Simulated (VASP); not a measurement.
# TaN (P1) in VASP: relaxation of the atoms with LDA

Aim: the relaxation of the atoms of TaN with LDA.

Everything below comes from runs of VASP 6.6.1. Logs are shortened: lines on timing, memory, paths and dates and some standing lists are left out, and cuts for length are marked.

## 1. The cell of the first run

The typed cell holds 2 atoms: a = 2.938 Å, b = 2.938 Å, c = 2.883 Å, α = 90.00°, β = 90.00°, γ = 120.00°.

## 2. Relaxation of the atoms, LDA

INCAR reads:

```
PREC = Accurate
ENCUT = 520
EDIFF = 1E-7
ISMEAR = -1
SIGMA = 0.02
LREAL = F
LASPH = T
NELM = 80
ALGO = Normal
ISIF = 2
LWAVE = F
LCHARG = F
GGA = CA
IBRION = 2
NSW = 100
EDIFFG = -0.01
```

KPOINTS reads:

```
regular mesh
0
Gamma
  9 9 8
```

POSCAR reads:

```
TaN
1.0
    2.9380000000      0.0000000000      0.0000000000
   -1.4690000000      2.5443826363      0.0000000000
    0.0000000000      0.0000000000      2.8830000000
Ta N
1 1
Direct
    0.2917568233      0.6656514067      0.4586615600
    0.0148349900     -0.0161769100     -0.0451663900
```

Potentials or basis: VASP PAW LDA potentials, release 64 (Ta_pv, N).

On the command line:

```
$ cat potpaw_LDA.64/Ta_pv/POTCAR potpaw_LDA.64/N/POTCAR > POTCAR
$ mpirun -np 1 vasp_std > vasp.out
```

OUTCAR:

```text
PREC = Accurate
   ENCUT = 520
   EDIFF = 1E-7
   ISMEAR = -1
   LREAL = F
   LASPH = T
   NELM = 80
   ISIF = 2
   GGA = CA
   IBRION = 2
   NSW = 100
   EDIFFG = -0.01

 ion  position               nearest neighbor table
   1  0.292  0.666  0.459-   2 2.08   2 2.10   2 2.26   2 2.27   2 2.33   2 2.35
   2  0.015  0.984  0.955-   1 2.08   1 2.10   1 2.26   1 2.27   1 2.33   1 2.35

  LATTYP: Found a hexagonal cell.
 ALAT       =     2.9380000000
 C/A-ratio  =     0.9812797822

  Lattice vectors:

 A1 = (   2.9380000000,   0.0000000000,   0.0000000000)
 A2 = (  -1.4690000000,   2.5443826363,   0.0000000000)
 A3 = (   0.0000000000,   0.0000000000,   2.8830000000)

Analysis of symmetry for initial positions (statically):
=====================================================================
 Subroutine PRICEL returns:
 Original cell was already a primitive cell.

 Routine SETGRP: Setting up the symmetry group for a
 hexagonal supercell.

 Subroutine GETGRP returns: Found  1 space group operations
 (whereof  1 operations were pure point group operations)
 out of a pool of 24 trial point group operations.

The static configuration has the point symmetry C_1 .

Analysis of symmetry for dynamics (positions and initial velocities):
=====================================================================
 Subroutine PRICEL returns:
 Original cell was already a primitive cell.

 Routine SETGRP: Setting up the symmetry group for a
 hexagonal supercell.

 Subroutine GETGRP returns: Found  1 space group operations
 (whereof  1 operations were pure point group operations)
 out of a pool of 24 trial point group operations.

The dynamic configuration has the point symmetry C_1 .

 Subroutine INISYM returns: Found  1 space group operations
 (whereof  1 operations are pure point group operations),
 and found     1 'primitive' translations

----------------------------------------------------------------------------------------

                                     Primitive cell

  volume of cell :      21.5516

  direct lattice vectors                    reciprocal lattice vectors
     2.938000000  0.000000000  0.000000000     0.340367597  0.196511324  0.000000000
    -1.469000000  2.544382636  0.000000000     0.000000000  0.393022648  0.000000000
     0.000000000  0.000000000  2.883000000     0.000000000  0.000000000  0.346860909

  length of vectors
     2.938000000  2.938000000  2.883000000     0.393022648  0.393022648  0.346860909

  position of ions in fractional coordinates (direct lattice)
     0.291756823  0.665651407  0.458661560
     0.014834990  0.983823090  0.954833610

  ion indices of the primitive-cell ions
   primitive index   ion index
                 1           1
                 2           2

----------------------------------------------------------------------------------------

 KPOINTS: regular mesh

Automatic generation of k-mesh.
 Grid dimensions read from file:
 generate k-points for:    9    9    8

 Generating k-lattice:

  Cartesian coordinates                     Fractional coordinates (reciprocal lattice)
     0.037818622  0.021834592  0.000000000     0.111111111  0.000000000  0.000000000
     0.000000000  0.043669183  0.000000000     0.000000000  0.111111111  0.000000000
     0.000000000  0.000000000  0.043357614     0.000000000  0.000000000  0.125000000

  Length of vectors
     0.043669183  0.043669183  0.043357614

  Shift w.r.t. Gamma in fractional coordinates (k-lattice)
     0.000000000  0.000000000  0.000000000

 Subroutine IBZKPT returns following result:
 ===========================================

 Found    325 irreducible k-points:

 Following reciprocal coordinates:
            Coordinates               Weight
  0.000000  0.000000  0.000000      1.000000
  0.111111 -0.000000  0.000000      2.000000
  0.000000  0.111111  0.000000      2.000000
 -0.111111  0.111111  0.000000      2.000000
  0.222222 -0.000000  0.000000      2.000000
  0.000000  0.222222  0.000000      2.000000
[... 16 lines left out ...]
  0.333333  0.111111  0.000000      2.000000
 -0.111111  0.444444  0.000000      2.000000
 [... further k-points ...]
   k-points           NKPTS =    325   k-points in BZ     NKDIM =    325   number of bands    NBANDS=     12
   number of dos      NEDOS =    301   number of ions     NIONS =      2
   total plane-waves  NPLWV =  13824
   dimension x,y,z NGX =    24 NGY =   24 NGZ =   24
   dimension x,y,z NGXF=    48 NGYF=   48 NGZF=   48
   ions per type =               1   1
   NGX,Y,Z   is equivalent  to a cutoff of  13.58, 13.58, 13.84 a.u.
   NGXF,Y,Z  is equivalent  to a cutoff of  27.16, 27.16, 27.68 a.u.
 SYSTEM =  unknown system
   PREC   = accura    normal or accurate (medium, high low for compatibility)
   ISTART =      0    job   : 0-new  1-cont  2-samecut
   ICHARG =      2    charge: 1-file 2-atom 10-const
   ISPIN  =      1    spin polarized calculation?
   LNONCOLLINEAR =      F non collinear calculations
   LSORBIT =      F    spin-orbit coupling
   LASPH  =      T    aspherical Exc in radial PAW
   ENCUT  =  520.0 eV  38.22 Ry    6.18 a.u.   5.46  5.46  5.36*2*pi/ulx,y,z
   NELM   =     80;   NELMIN=  2; NELMDL= -5     # of ELM steps
   EDIFF  = 0.1E-06   stopping-criterion for ELM
   LREAL  =      F    real-space projection
   EDIFFG = -.1E-01   stopping-criterion for IOM
   NSW    =    100    number of steps for IOM
   IBRION =      2    ionic relax: 0-MD 1-quasi-New 2-CG
   NFREE  =      1    steps in history (QN), initial steepest desc. (CG)
   ISIF   =      2    stress and relaxation
   ISYM   =      2    0-nonsym 1-usesym 2-fastsym
   POTIM  = 0.5000    time-step for ionic-motion
   TEBEG  =    0.0;   TEEND  =   0.0 temperature during run
   PSTRESS=    0.0 pullay stress
   NELECT =      16.0000    total number of electrons
   NUPDOWN=      -1.0000    fix difference up-down
   EMIN   =  10.00;   EMAX   =-10.00  energy-range for DOS
   EFERMI =   0.00;   METHOD = LEGACY
   ISMEAR =    -1;   SIGMA  =   0.02  broadening in eV -4-tet -1-fermi 0-gaus
   EFERMI_NEDOS =   21; number of points for ismear=-14 and -15
   IALGO  =     38    algorithm
   IMIX   =      4    mixing-type and parameters
     AMIX     =   0.40;   BMIX     =  1.00
     AMIX_MAG =   1.60;   BMIX_MAG =  1.00
  volume/ion in A,a.u.               =      10.78        72.72
  Fermi-wavevector in a.u.,A,eV,Ry     =   1.482365  2.801264 29.897531  2.197407
  Thomas-Fermi vector in A             =   2.596160
   LORBIT       =      0    0 simple, 1 ext, 2 COOP (PROOUT), +10 PAW based schemes
   GGA     = CA    functional components
   LHFCALC =     F    Hartree Fock is set to
   AEXX    =    0.0000 exact exchange contribution
   IVDW    =     0    specifies the selected vdW correction
   LEPSILON=     F    determine dielectric tensor
   LRPA    =     F    only Hartree local field effects (RPA)
 conjugate gradient relaxation of ions
 non-spin polarized calculation
  energy-cutoff  :      520.00
  volume of cell :       21.55
 maximum number of plane-waves:       599
 NGX is ok and might be reduce to    24
   NGX = 11   NGY = 11   NGZ = 11

--------------------------------------- Ionic step        1  -------------------------------------------

 number of electron      16.0000000 magnetization

 Free energy of the ion-electron system (eV)
  ---------------------------------------------------
  ext. energy  EPLUGINS =         0.00000000
  ---------------------------------------------------
  free energy    TOTEN  =       -24.45782036 eV

  energy without entropy =      -24.45771666  energy(sigma->0) =      -24.45776851

------------------------ aborting loop because EDIFF is reached ----------------------------------------

  FORCE on cell =-STRESS in cart. coord.  units (eV):
  Direction    XX          YY          ZZ          XY          YZ          ZX
  --------------------------------------------------------------------------------------
  -------------------------------------------------------------------------------------
  Total       -0.4765664     -1.0092585     -0.2857178     -0.3848870      0.0413612     -0.1112702
  in kB      -35.4286951    -75.0298615    -21.2407131    -28.6131009      3.0748547     -8.2720042
  external PRESSURE =     -43.8997566 kB  Pullay stress =       0.0000000 kB

 VOLUME and BASIS-vectors are now :
 -----------------------------------------------------------------------------
  energy-cutoff  :      520.00
  volume of cell :       21.55
      direct lattice vectors                 reciprocal lattice vectors
     2.938000000  0.000000000  0.000000000     0.340367597  0.196511324  0.000000000
    -1.469000000  2.544382636  0.000000000     0.000000000  0.393022648  0.000000000
     0.000000000  0.000000000  2.883000000     0.000000000  0.000000000  0.346860909
[... 181 lines left out ...]
 POSITION                                       TOTAL-FORCE (eV/Angst)
 -----------------------------------------------------------------------------------
     -0.02608      1.67401      1.31679        -0.014559      0.009397      0.000238
      1.44177      2.52288      2.75831         0.014559     -0.009397     -0.000238
 -----------------------------------------------------------------------------------
    total drift:                                0.000050      0.000060      0.000007

  FREE ENERGIE OF THE ION-ELECTRON SYSTEM (eV)
  ---------------------------------------------------
  free  energy   TOTEN  =       -24.7010553988 eV

  energy  without entropy=      -24.7009092009  energy(sigma->0) =      -24.70098230

--------------------------------------- Ionic step        7  -------------------------------------------

 number of electron      15.9999999 magnetization

 Free energy of the ion-electron system (eV)
  ---------------------------------------------------
  ext. energy  EPLUGINS =         0.00000000
  ---------------------------------------------------
  free energy    TOTEN  =       -24.70106655 eV

  energy without entropy =      -24.70092028  energy(sigma->0) =      -24.70099342

 E-fermi :   8.1578     XC(G=0): -13.5825

 val. band max:        8.1365530242   @ k =   0.0000   0.0000   0.3750
 cond. band min:       8.2530402356   @ k =   0.3333   0.3333   0.0000
 fundamental gap:      0.1164872113
 Fermi energy:         8.1578042535

 k-point     1 :       0.0000    0.0000    0.0000
  band No.  band energies     occupation
      1     -26.5233      2.00000
      2     -26.2581      2.00000
      3     -26.2581      2.00000
      4      -9.4287      2.00000
      5       3.5631      2.00000
      6       3.5638      2.00000
      7       3.9106      2.00000
      8       5.2346      2.00000
      9      10.4740      0.00000
     10      11.6858      0.00000
     11      11.6888      0.00000
     12      12.0381      0.00000

 k-point     2 :       0.1111   -0.0000    0.0000
  band No.  band energies     occupation
      1     -26.5063      2.00000
      2     -26.3911      2.00000
      3     -26.2865      2.00000
      4      -9.1723      2.00000
      5       2.8681      2.00000
      6       3.7565      2.00000
      7       4.2530      2.00000
      8       4.8753      2.00000
      9      11.1133      0.00000
     10      11.4110      0.00000
     11      11.7294      0.00000
     12      11.9100      0.00000
[... 316 lines left out ...]
 k-point    24 :      -0.1111    0.4444    0.0000
  band No.  band energies     occupation
      1     -27.1725      2.00000
      2     -26.5423      2.00000
      3     -26.3884      2.00000
      4      -7.2820      2.00000
      5       0.2630      2.00000
      6       3.1238      2.00000
      7       4.0170      2.00000
      8       5.7847      2.00000
      9      10.4967      0.00000
     10      10.4968      0.00000
     11      12.9393      0.00000
     12      14.0334      0.00000

 [... further k-points ...]

------------------------ aborting loop because EDIFF is reached ----------------------------------------

  FORCE on cell =-STRESS in cart. coord.  units (eV):
  Direction    XX          YY          ZZ          XY          YZ          ZX
  --------------------------------------------------------------------------------------
  -------------------------------------------------------------------------------------
  Total       -1.2746734     -1.2741669     -1.4068199     -0.0008965      0.0000039     -0.0000033
  in kB      -94.7612219    -94.7235703   -104.5852001     -0.0666508      0.0002901     -0.0002424
  external PRESSURE =     -98.0233308 kB  Pullay stress =       0.0000000 kB

 VOLUME and BASIS-vectors are now :
 -----------------------------------------------------------------------------
  energy-cutoff  :      520.00
  volume of cell :       21.55
      direct lattice vectors                 reciprocal lattice vectors
     2.938000000  0.000000000  0.000000000     0.340367597  0.196511324  0.000000000
    -1.469000000  2.544382636  0.000000000     0.000000000  0.393022648  0.000000000
     0.000000000  0.000000000  2.883000000     0.000000000  0.000000000  0.346860909

 POSITION                                       TOTAL-FORCE (eV/Angst)
 -----------------------------------------------------------------------------------
     -0.02679      1.67429      1.31679         0.003646      0.002372      0.000384
      1.44248      2.52261      2.75832        -0.003646     -0.002372     -0.000384
 -----------------------------------------------------------------------------------
    total drift:                               -0.000647      0.000248     -0.000009

  FREE ENERGIE OF THE ION-ELECTRON SYSTEM (eV)
  ---------------------------------------------------
  free  energy   TOTEN  =       -24.7010665522 eV

  energy  without entropy=      -24.7009202794  energy(sigma->0) =      -24.70099342

 reached required accuracy - stopping structural energy minimisation
```

Run time: 2 min. Hardware: 1 thread of Intel Xeon Platinum 8488C (Sapphire Rapids), shared host; peak memory 0.21 GiB.

Results:

| Item | Value |
| --- | --- |
| Free energy | -24.7011 eV |
| Energy gained by relaxing | 121.6 meV/atom |
| Ionic steps | 7 |
| Pressure after relaxing | -9.8 GPa |
| Largest force after relaxing | 0.004 eV/Å |
| Band gap on the k mesh | zero (bands 8 and 9 overlap by 0.26 eV) |

Forces in eV/Å, atoms in the order of the input:
```
Ta   0.004  0.002  0.000
N   -0.004 -0.002  0.000
```

Stress tensor (GPa, compression positive):
```
 -9.48  -0.01   0.00
 -0.01  -9.47   0.00
  0.00   0.00 -10.46
```

Step by step:
| step | energy change (eV) | largest force (eV/Å) | pressure (GPa) |
| --- | --- | --- | --- |
| 1 | 0.0000 | 2.5721 | -4.39 |
| 2 | -0.2216 | 0.7274 | -9.34 |
| 3 | -0.2416 | 0.2036 | -9.76 |
| 4 | -0.2432 | 0.0408 | -9.80 |
| 5 | -0.2432 | 0.0170 | -9.80 |
| 6 | -0.2432 | 0.0173 | -9.80 |
| 7 | -0.2432 | 0.0044 | -9.80 |

Final structure:
```
Ta N
1.0
     2.93800    0.00000    0.00000
    -1.46900    2.54438    0.00000
     0.00000    0.00000    2.88300
Ta N
1 1
Cartesian
  -0.0268 1.6743 1.3168
  1.4425 2.5226 2.7583
```

Levels at points of the mesh, in eV from the Fermi level:
```tsv
k point	band 6	band 7	band 8	band 9	band 10	band 11
(0.00, 0.00, 0.00)	-4.59	-4.25	-2.92	2.32	3.53	3.53
(0.00, 0.00, 0.50)	-3.78	-3.78	-0.17	-0.17	2.38	3.22
```

Caveat: spin-orbit coupling is left out, which moves the levels of the heavy elements.

The gap in the log of VASP goes by the Fermi energy; the results here count the filled bands.